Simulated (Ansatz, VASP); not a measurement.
# One calculation of Pb, two programs

```
Pb
1.0
     0.00000    2.27222    2.37101
     2.27222    0.00000    2.37101
     2.27222    2.27222    0.00000
Pb
1
Direct
  0.00000 0.00000 0.00000
```

Change from the starting cell: strain -0.080 along x and y, -0.040 along z, atoms carried along.

Alike in both runs: task single point; functional LDA; k mesh 16 × 16 × 16; occupations gaussian, width 0.15 eV; no spin polarisation.

```csv
,VASP,Ansatz
version,VASP 6.6.1,Ansatz 0.2.0
potentials or method,"VASP PAW LDA potentials, release 64 (Pb_d), cutoff 520 eV","scalar-relativistic, plane waves, PAW"
valence electrons in the cell,14,14
```

|  | VASP | Ansatz | Ansatz less VASP |
| --- | --- | --- | --- |
| gap on the k mesh at the Fermi level (eV) | none | none | - |
| pressure (GPa) | 13.8 | 13.6 | -0.21 |
| traceless stress, the component that is largest in VASP (GPa) | -0.41 | -0.44 | -0.032 |

LDA's correlation is that of Perdew and Zunger in VASP and of Perdew and Wang (1992) in Ansatz. A gap of «none» marks a metal or a gap that the smearing closes.

Neither program's run includes spin-orbit coupling.
